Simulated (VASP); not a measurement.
A run of VASP 6.6.1 is set up as follows.

The input INCAR:

```
  PREC = Accurate
  ENCUT = 520
  EDIFF = 1E-6
  ISMEAR = 0
  SIGMA = 0.02
  LREAL = F
  LASPH = T
  NELM = 80
  ALGO = Normal
  ISIF = 2
  LWAVE = F
  LCHARG = F
  GGA = PS
  NBANDS = 11
```

KPOINTS

```
regular mesh
0
Gamma
  10 10 10
```

POSCAR

```
HBr
1.0
    0.0000000000      3.8507215654      3.8509621943
    1.6711513902      0.0000000000      3.8509621943
    1.6711513902      3.8507215654      0.0000000000
H Br
1 1
Direct
    0.0000000000      0.0000000000      0.0000000000
    0.5000000000      0.5000000000      0.5000000000
```

Potentials or basis: VASP PAW PBE potentials, release 64 (H, Br).

Run with:

```sh
$ cat potpaw_PBE.64/H/POTCAR potpaw_PBE.64/Br/POTCAR > POTCAR
$ mpirun -np 1 vasp_std > vasp.out
```

Question: Estimate the band gap on the k mesh.

Answer: 1.44 eV, indirect (least direct gap 1.74 eV).

Question: Predict the pressure.

Answer: 0.0 GPa.

Caveat: the PAW data sets were made with another functional, which shifts forces and pressure a little. As with any semilocal functional, this PBEsol gap is likely too small.
